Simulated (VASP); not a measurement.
# BN (P6_3/mmc) in VASP: notebook

The runs below take BN through single point, with LDA.

Program: VASP 6.6.1. These are calculated values, not measurements. Logs are shortened: lines on timing, memory, paths and dates and some standing lists are left out, and cuts for length are marked.

## 1. The cell of the first run

The structure is hexagonal, space group P6_3/mmc (No. 194). Conventional cell: a = 2.368 Å, b = 2.368 Å, c = 6.486 Å, α = 90.00°, β = 90.00°, γ = 120.00°. B (site symmetry -6m2) has 3 N at 1.37 Å within 1.8 Å. Within 1.8 Å of N (site symmetry -6m2) lie 3 B at 1.37 Å.

## 2. Single point, LDA (volume 7.872 Å^3 an atom, c/a of the conventional cell 2.7393)

File INCAR:

```
SYSTEM = BN
  PREC = Accurate
  ENCUT = 520
  EDIFF = 1E-6
  ISMEAR = 0
  SIGMA = 0.05
  LREAL = .FALSE.
  LASPH = .TRUE.
  NELM = 80
  ALGO = Normal
  ISIF = 2
  LWAVE = .FALSE.
  LCHARG = .FALSE.
  NBANDS = 16
```

File KPOINTS:

```
regular mesh
0
G
  12 12 4
  0 0 0
```

File POSCAR:

```
BN
1.0
    2.3676905958      0.0000000000      0.0000000000
   -1.1838452979      2.0504802043      0.0000000000
    0.0000000000      0.0000000000      6.4858148491
B N
2 2
Direct
    0.3333333333      0.6666666667      0.2500000000
    0.6666666667      0.3333333333      0.7500000000
    0.3333333333      0.6666666667      0.7500000000
    0.6666666667      0.3333333333      0.2500000000
```

Potentials or basis: VASP PAW LDA potentials, release 64 (B, N).

On the command line:

```
$ cat potpaw_LDA.64/B/POTCAR potpaw_LDA.64/N/POTCAR > POTCAR
$ mpirun -np 1 vasp_std > vasp.out
```

OUTCAR:

```text
SYSTEM = BN
   PREC = Accurate
   ENCUT = 520
   EDIFF = 1E-6
   ISMEAR = 0
   LREAL = .FALSE.
   LASPH = .TRUE.
   NELM = 80
   ISIF = 2

 ion  position               nearest neighbor table
   1  0.333  0.667  0.250-   4 1.37   4 1.37   4 1.37
   2  0.667  0.333  0.750-   3 1.37   3 1.37   3 1.37
   3  0.333  0.667  0.750-   2 1.37   2 1.37   2 1.37
   4  0.667  0.333  0.250-   1 1.37   1 1.37   1 1.37

  LATTYP: Found a hexagonal cell.
 ALAT       =     2.3676905958
 C/A-ratio  =     2.7393000000

  Lattice vectors:

 A1 = (   2.3676905958,   0.0000000000,   0.0000000000)
 A2 = (  -1.1838452979,   2.0504802043,   0.0000000000)
 A3 = (   0.0000000000,   0.0000000000,   6.4858148491)

Analysis of symmetry for initial positions (statically):
=====================================================================
 Subroutine PRICEL returns:
 Original cell was already a primitive cell.

 Routine SETGRP: Setting up the symmetry group for a
 hexagonal supercell.

 Subroutine GETGRP returns: Found 24 space group operations
 (whereof 12 operations were pure point group operations)
 out of a pool of 24 trial point group operations.

The static configuration has the point symmetry D_3d.
 The point group associated with its full space group is D_6h.

Analysis of symmetry for dynamics (positions and initial velocities):
=====================================================================
 Subroutine PRICEL returns:
 Original cell was already a primitive cell.

 Routine SETGRP: Setting up the symmetry group for a
 hexagonal supercell.

 Subroutine GETGRP returns: Found 24 space group operations
 (whereof 12 operations were pure point group operations)
 out of a pool of 24 trial point group operations.

The dynamic configuration has the point symmetry D_3d.
 The point group associated with its full space group is D_6h.

 Subroutine INISYM returns: Found 24 space group operations
 (whereof 12 operations are pure point group operations),
 and found     1 'primitive' translations

----------------------------------------------------------------------------------------

                                     Primitive cell

  volume of cell :      31.4880

  direct lattice vectors                    reciprocal lattice vectors
     2.367690596  0.000000000  0.000000000     0.422352482  0.243845319  0.000000000
    -1.183845298  2.050480204  0.000000000     0.000000000  0.487690638  0.000000000
     0.000000000  0.000000000  6.485814849     0.000000000  0.000000000  0.154182631

  length of vectors
     2.367690596  2.367690596  6.485814849     0.487690638  0.487690638  0.154182631

  position of ions in fractional coordinates (direct lattice)
     0.333333333  0.666666667  0.250000000
     0.666666667  0.333333333  0.750000000
     0.333333333  0.666666667  0.750000000
     0.666666667  0.333333333  0.250000000

  ion indices of the primitive-cell ions
   primitive index   ion index
                 1           1
                 2           2
                 3           3
                 4           4

----------------------------------------------------------------------------------------

 KPOINTS: regular mesh

Automatic generation of k-mesh.
 Grid dimensions read from file:
 generate k-points for:   12   12    4

 Generating k-lattice:

  Cartesian coordinates                     Fractional coordinates (reciprocal lattice)
     0.035196040  0.020320443  0.000000000     0.083333333 -0.000000000  0.000000000
     0.000000000  0.040640887  0.000000000     0.000000000  0.083333333  0.000000000
     0.000000000  0.000000000  0.038545658     0.000000000  0.000000000  0.250000000

  Length of vectors
     0.040640887  0.040640887  0.038545658

  Shift w.r.t. Gamma in fractional coordinates (k-lattice)
     0.000000000  0.000000000  0.000000000

 Subroutine IBZKPT returns following result:
 ===========================================

 Found     57 irreducible k-points:

 Following reciprocal coordinates:
            Coordinates               Weight
  0.000000  0.000000  0.000000      1.000000
  0.083333  0.000000  0.000000      6.000000
  0.166667 -0.000000  0.000000      6.000000
  0.250000  0.000000  0.000000      6.000000
  0.333333 -0.000000  0.000000      6.000000
  0.416667  0.000000  0.000000      6.000000
[... 16 lines left out ...]
  0.250000  0.000000  0.250000     12.000000
  0.333333 -0.000000  0.250000     12.000000
 [... further k-points ...]
   k-points           NKPTS =     57   k-points in BZ     NKDIM =     57   number of bands    NBANDS=     16
   number of dos      NEDOS =    301   number of ions     NIONS =      4
   total plane-waves  NPLWV =  15552
   dimension x,y,z NGX =    18 NGY =   18 NGZ =   48
   dimension x,y,z NGXF=    36 NGYF=   36 NGZF=   96
   ions per type =               2   2
   NGX,Y,Z   is equivalent  to a cutoff of  12.64, 12.64, 12.30 a.u.
   NGXF,Y,Z  is equivalent  to a cutoff of  25.28, 25.28, 24.61 a.u.
 SYSTEM =  BN
   PREC   = accura    normal or accurate (medium, high low for compatibility)
   ISTART =      0    job   : 0-new  1-cont  2-samecut
   ICHARG =      2    charge: 1-file 2-atom 10-const
   ISPIN  =      1    spin polarized calculation?
   LNONCOLLINEAR =      F non collinear calculations
   LSORBIT =      F    spin-orbit coupling
   LASPH  =      T    aspherical Exc in radial PAW
   ENCUT  =  520.0 eV  38.22 Ry    6.18 a.u.   4.40  4.40 12.06*2*pi/ulx,y,z
   NELM   =     80;   NELMIN=  2; NELMDL= -5     # of ELM steps
   EDIFF  = 0.1E-05   stopping-criterion for ELM
   LREAL  =      F    real-space projection
   EDIFFG = 0.1E-04   stopping-criterion for IOM
   NSW    =      0    number of steps for IOM
   IBRION =     -1    ionic relax: 0-MD 1-quasi-New 2-CG
   NFREE  =      0    steps in history (QN), initial steepest desc. (CG)
   ISIF   =      2    stress and relaxation
   ISYM   =      2    0-nonsym 1-usesym 2-fastsym
   POTIM  = 0.5000    time-step for ionic-motion
   TEBEG  =    0.0;   TEEND  =   0.0 temperature during run
   PSTRESS=    0.0 pullay stress
   NELECT =      16.0000    total number of electrons
   NUPDOWN=      -1.0000    fix difference up-down
   EMIN   =  10.00;   EMAX   =-10.00  energy-range for DOS
   EFERMI =   0.00;   METHOD = LEGACY
   ISMEAR =     0;   SIGMA  =   0.05  broadening in eV -4-tet -1-fermi 0-gaus
   EFERMI_NEDOS =   21; number of points for ismear=-14 and -15
   IALGO  =     38    algorithm
   IMIX   =      4    mixing-type and parameters
     AMIX     =   0.40;   BMIX     =  1.00
     AMIX_MAG =   1.60;   BMIX_MAG =  1.00
  volume/ion in A,a.u.               =       7.87        53.12
  Fermi-wavevector in a.u.,A,eV,Ry     =   1.306371  2.468683 23.219766  1.706605
  Thomas-Fermi vector in A             =   2.437177
   LORBIT       =      0    0 simple, 1 ext, 2 COOP (PROOUT), +10 PAW based schemes
   GGA     = CA    functional components
   LHFCALC =     F    Hartree Fock is set to
   AEXX    =    0.0000 exact exchange contribution
   IVDW    =     0    specifies the selected vdW correction
   LEPSILON=     F    determine dielectric tensor
   LRPA    =     F    only Hartree local field effects (RPA)
 non-spin polarized calculation
 Gauss-broadening in eV      SIGMA  =   0.05
  energy-cutoff  :      520.00
  volume of cell :       31.49
 maximum number of plane-waves:       876
 NGX is ok and might be reduce to    18
   NGX =  9   NGY =  9   NGZ = 25

 number of electron      16.0000007 magnetization

 Free energy of the ion-electron system (eV)
  ---------------------------------------------------
  ext. energy  EPLUGINS =         0.00000000
  ---------------------------------------------------
  free energy    TOTEN  =       -37.89380431 eV

  energy without entropy =      -37.89380431  energy(sigma->0) =      -37.89380431

 E-fermi :   3.4444     XC(G=0): -11.0277

 val. band max:        3.1276877935   @ k =   0.3333   0.3333   0.5000
 cond. band min:       7.3975778284   @ k =   0.5000   0.0000   0.0000
 fundamental gap:      4.2698900349
 Fermi energy:         3.4444248482

 k-point     1 :       0.0000    0.0000    0.0000
  band No.  band energies     occupation
      1     -15.5141      2.00000
      2     -15.1584      2.00000
      3      -4.2049      2.00000
      4      -1.8620      2.00000
      5       2.0128      2.00000
      6       2.0128      2.00000
[... 8 lines left out ...]
     15      18.0721      0.00000
     16      18.3683      0.00000

 k-point     2 :       0.0833    0.0000    0.0000
  band No.  band energies     occupation
      1     -15.3614      2.00000
      2     -15.0113      2.00000
      3      -3.9902      2.00000
      4      -1.6665      2.00000
      5       1.4204      2.00000
      6       1.4520      2.00000
[... 8 lines left out ...]
     15      17.4551      0.00000
     16      18.7051      0.00000

 k-point     3 :       0.1667   -0.0000    0.0000
  band No.  band energies     occupation
      1     -14.9095      2.00000
      2     -14.5766      2.00000
      3      -3.3527      2.00000
      4      -1.0903      2.00000
      5      -0.1036      2.00000
      6      -0.0632      2.00000
[... 8 lines left out ...]
     15      18.7174      0.00000
     16      19.5851      0.00000

 k-point     4 :       0.2500    0.0000    0.0000
  band No.  band energies     occupation
      1     -14.1827      2.00000
      2     -13.8796      2.00000
      3      -2.3171      2.00000
      4      -2.0741      2.00000
      5      -2.0094      2.00000
      6      -0.1717      2.00000
[... 8 lines left out ...]
     15      20.5294      0.00000
     16      21.2559      0.00000

 k-point     5 :       0.3333   -0.0000    0.0000
  band No.  band energies     occupation
      1     -13.2436      2.00000
      2     -12.9879      2.00000
      3      -4.0746      2.00000
      4      -3.9860      2.00000
      5      -0.9482      2.00000
      6      -0.6433      2.00000
[... 8 lines left out ...]
     15      20.4819      0.00000
     16      23.8275      0.00000

 k-point     6 :       0.4167    0.0000    0.0000
  band No.  band energies     occupation
      1     -12.2671      2.00000
      2     -12.0936      2.00000
      3      -5.7141      2.00000
      4      -5.6286      2.00000
      5      -1.1212      2.00000
      6      -1.0588      2.00000
[... 8 lines left out ...]
     15      19.1742      0.00000
     16      22.8847      0.00000
[... 267 lines left out ...]
 k-point    21 :       0.0833    0.0000    0.2500
  band No.  band energies     occupation
      1     -15.3133      2.00000
      2     -15.0659      2.00000
      3      -3.7069      2.00000
      4      -2.0884      2.00000
      5       1.4264      2.00000
      6       1.4499      2.00000
[... 8 lines left out ...]
     15      17.5380      0.00000
     16      18.2577      0.00000

 k-point    22 :       0.1667   -0.0000    0.2500
  band No.  band energies     occupation
      1     -14.8636      2.00000
      2     -14.6284      2.00000
      3      -3.0776      2.00000
      4      -1.5051      2.00000
      5      -0.0935      2.00000
      6      -0.0587      2.00000
[... 8 lines left out ...]
     15      18.6123      0.00000
     16      18.6987      0.00000

 k-point    23 :       0.2500    0.0000    0.2500
  band No.  band energies     occupation
      1     -14.1407      2.00000
      2     -13.9265      2.00000
      3      -2.1691      2.00000
      4      -2.0290      2.00000
      5      -1.9454      2.00000
      6      -0.5400      2.00000
[... 8 lines left out ...]
     15      21.2729      0.00000
     16      21.3634      0.00000

 k-point    24 :       0.3333   -0.0000    0.2500
  band No.  band energies     occupation
      1     -13.2078      2.00000
      2     -13.0271      2.00000
      3      -4.0660      2.00000
      4      -4.0025      2.00000
      5      -0.6978      2.00000
      6      -0.6346      2.00000
[... 8 lines left out ...]
     15      21.5048      0.00000
     16      23.4286      0.00000

 [... further k-points ...]

------------------------ aborting loop because EDIFF is reached ----------------------------------------

  FORCE on cell =-STRESS in cart. coord.  units (eV):
  Direction    XX          YY          ZZ          XY          YZ          ZX
  --------------------------------------------------------------------------------------
  -------------------------------------------------------------------------------------
  Total       14.0122322     14.0122322     -0.0105947      0.0000000      0.0000000      0.0000000
  in kB      712.9725842    712.9725842     -0.5390806      0.0000000      0.0000000      0.0000000
  external PRESSURE =     475.1353626 kB  Pullay stress =       0.0000000 kB

 VOLUME and BASIS-vectors are now :
 -----------------------------------------------------------------------------
  energy-cutoff  :      520.00
  volume of cell :       31.49
      direct lattice vectors                 reciprocal lattice vectors
     2.367690596  0.000000000  0.000000000     0.422352482  0.243845319  0.000000000
    -1.183845298  2.050480204  0.000000000     0.000000000  0.487690638  0.000000000
     0.000000000  0.000000000  6.485814849     0.000000000  0.000000000  0.154182631

 POSITION                                       TOTAL-FORCE (eV/Angst)
 -----------------------------------------------------------------------------------
     -0.00000      1.36699      1.62145        -0.000000      0.000000      0.000000
      1.18385      0.68349      4.86436         0.000000     -0.000000      0.000000
     -0.00000      1.36699      4.86436         0.000000     -0.000000      0.000000
      1.18385      0.68349      1.62145        -0.000000      0.000000      0.000000
 -----------------------------------------------------------------------------------
    total drift:                               -0.000000      0.000000      0.000000

  FREE ENERGIE OF THE ION-ELECTRON SYSTEM (eV)
  ---------------------------------------------------
  free  energy   TOTEN  =       -37.8938043125 eV

  energy  without entropy=      -37.8938043125  energy(sigma->0) =      -37.89380431
```

It took 9.1 s on 1 thread of Intel Xeon 6975P-C (Granite Rapids), shared host; peak memory 0.13 GiB.

Results:

| Item | Value |
| --- | --- |
| Free energy | -37.8938 eV |
| Pressure | 47.5 GPa |
| Band gap on the k mesh | 4.27 eV, indirect (least direct gap 4.85 eV) |

Levels at points of the mesh, in eV from the valence-band top:
| k point | band 4 | band 5 | band 6 | band 7 | band 8 | band 9 | band 10 | band 11 | band 12 | band 13 |
| --- | --- | --- | --- | --- | --- | --- | --- | --- | --- | --- |
| (0.00, 0.00, 0.00) | -4.99 | -1.11 | -1.11 | -1.08 | -1.08 | 4.94 | 10.76 | 12.88 | 12.88 | 13.01 |
| (0.50, 0.00, 0.00) | -9.49 | -4.41 | -4.35 | -1.70 | -0.58 | 4.27 | 5.94 | 10.94 | 11.83 | 12.98 |
| (0.00, 0.00, 0.50) | -6.30 | -1.10 | -1.10 | -1.10 | -1.10 | 7.64 | 7.64 | 12.94 | 12.94 | 12.94 |
| (0.50, 0.00, 0.50) | -9.52 | -4.38 | -4.38 | -1.12 | -1.12 | 4.84 | 4.84 | 11.70 | 11.70 | 14.20 |

 A k mesh can miss the band edges.

(Part 1 of 2 ends here.)
